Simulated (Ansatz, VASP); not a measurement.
## Na2P3 in VASP and in Ansatz

```
Na P
1.0
     3.43413    0.00000    0.00000
    -1.71707    2.97404    0.00000
     0.00000    0.00000   10.23119
Na P
2 3
Direct
  0.33333 0.66667 0.19933
  0.66667 0.33333 0.80067
  0.00000 0.00000 0.00000
  0.33333 0.66667 0.55434
  0.66667 0.33333 0.44566
```

Alike in both runs: functional PBE; k mesh 12 × 12 × 4; occupations gaussian, width 0.1 eV; no spin polarisation.

Ansatz relaxed the structure, and its values are those at the end. VASP's run is a single point on that final structure, the one shown.

|  | VASP | Ansatz |
| --- | --- | --- |
| version | VASP 6.6.1 | Ansatz 0.2.0 |
| potentials or method | VASP PAW PBE potentials, release 64 (Na_pv, P), cutoff 520 eV | scalar-relativistic, plane waves, PAW |
| valence electrons in the cell | 29 | 33 |

VASP gave:

- gap on the k mesh at the Fermi level (eV): none
- pressure (GPa): -0.1
- rms of the force components (eV/Å): 0.012

Question: What did Ansatz give for the same quantities?

Answer: gap on the k mesh at the Fermi level (eV): none; pressure (GPa): 0.0; rms of the force components (eV/Å): 0.000.

A gap of «none» marks a metal or a gap that the smearing closes. VASP's potentials hold 29 valence electrons a cell and Ansatz's 33, so a difference there can come from the potentials and not from the codes.
